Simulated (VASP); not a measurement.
A run of VASP 6.6.1 is set up as follows.

POSCAR

```
MgO
1.0
    0.0000000000      2.1351500000      2.1351500000
    2.1351500000      0.0000000000      2.1351500000
    2.1351500000      2.1351500000      0.0000000000
Mg O
1 1
Direct
    0.0292719481     -0.0292719481      0.0292719481
    0.5000000000      0.5000000000      0.5000000000
```

INCAR.step1

```
PREC     = Accurate       # precision mode
ENCUT    = 750            # plane-wave cutoff, eV
ISMEAR   = 0              # smearing method
SIGMA    = 0.05           # smearing width, eV
LREAL    = F              # projectors in reciprocal space
LASPH    = T              # aspherical terms in the spheres
NELM     = 120            # most SCF steps
NBANDS   = 15             # bands
GGA      = PE             # functional
ALGO     = Normal         # electronic algorithm
EDIFF    = 1E-5           # SCF threshold, eV
LWAVE    = T              # write WAVECAR
LCHARG   = F              # write CHGCAR
GGA_COMPAT= F
```

File INCAR.step2:

```
PREC     = Accurate       # precision mode
ENCUT    = 750            # plane-wave cutoff, eV
EDIFF    = 1E-6           # SCF threshold, eV
ISMEAR   = 0              # smearing method
SIGMA    = 0.05           # smearing width, eV
LREAL    = F              # projectors in reciprocal space
LASPH    = T              # aspherical terms in the spheres
NELM     = 120            # most SCF steps
ALGO     = Normal         # electronic algorithm
ISIF     = 2              # what is computed and relaxed
LWAVE    = F              # write WAVECAR
LCHARG   = T              # write CHGCAR
METAGGA  = R2SCAN         # meta-GGA
LMIXTAU  = T            
LELF     = T              # ELF
LVHAR    = T            
NBANDS   = 15             # bands
ISTART   = 1            
GGA_COMPAT= F
```

Contents of KPOINTS:

```
regular mesh
0
Gamma
  10 10 10
```

Potentials or basis: VASP PAW PBE potentials, release 64 (Mg_sv, O).

Launch:

```sh
$ cat potpaw_PBE.64/Mg_sv/POTCAR potpaw_PBE.64/O/POTCAR > POTCAR
$ cp INCAR.step1 INCAR
$ mpirun -np 1 vasp_std > vasp.out
$ cp INCAR.step2 INCAR
$ mpirun -np 1 vasp_std > vasp.out
```

Q: Predict the band gap on the k mesh.

A: 5.24 eV.

Q: Predict the largest force.

A: 0.635 eV/Å.

Q: Predict the pressure.

A: -5.9 GPa.

Forces on the atoms (eV/Å):
```
Mg   0.000 -0.635  0.000
O    0.000  0.635  0.000
```

Caveat: the cell differs from its parent crystal (all Mg atoms moved +0.125 Å, as atom 1 along Cartesian [0 1 0]); the cell stands under tension; the PAW data sets were made with another functional, which shifts forces and pressure a little.
